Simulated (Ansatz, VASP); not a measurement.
**Ta2F: VASP beside Ansatz**

```
CELL_PARAMETERS angstrom
6.77275 0.00000 0.10474
0.00000 2.77294 0.00000
-1.15259 0.00000 5.17795
ATOMIC_POSITIONS crystal
Ta 0.68618 0.61504 0.41875
Ta 0.31382 0.11504 0.08125
Ta 0.31382 0.38496 0.58125
Ta 0.68618 0.88496 0.91875
F 0.00000 0.00000 0.00000
F 0.00000 0.50000 0.50000
```

Alike in both runs: functional PBE; k mesh 6 × 10 × 6; occupations gaussian, width 0.1 eV; no spin polarisation.

Ansatz relaxed the structure, and its values are those at the end. VASP's run is a single point on that final structure, the one shown.

|  | VASP | Ansatz |
| --- | --- | --- |
| version | VASP 6.6.1 | Ansatz 0.2.0 |
| potentials or method | VASP PAW PBE potentials, release 64 (Ta_pv, F), cutoff 520 eV | scalar-relativistic, plane waves, PAW |
| valence electrons in the cell | 58 | 66 |

|  | VASP | Ansatz | Ansatz less VASP |
| --- | --- | --- | --- |
| gap on the k mesh at the Fermi level (eV) | none | none | - |
| pressure (GPa) | 0.1 | 0.0 | -0.07 |
| rms of the force components (eV/Å) | 0.013 | 0.001 | -0.0122 |

A gap of «none» marks a metal or a gap that the smearing closes. The functional is the same, so the differences come from potentials, cutoffs and numerics. VASP's potentials hold 58 valence electrons a cell and Ansatz's 66, so a difference there can come from the potentials and not from the codes.

Neither program's run includes spin-orbit coupling.
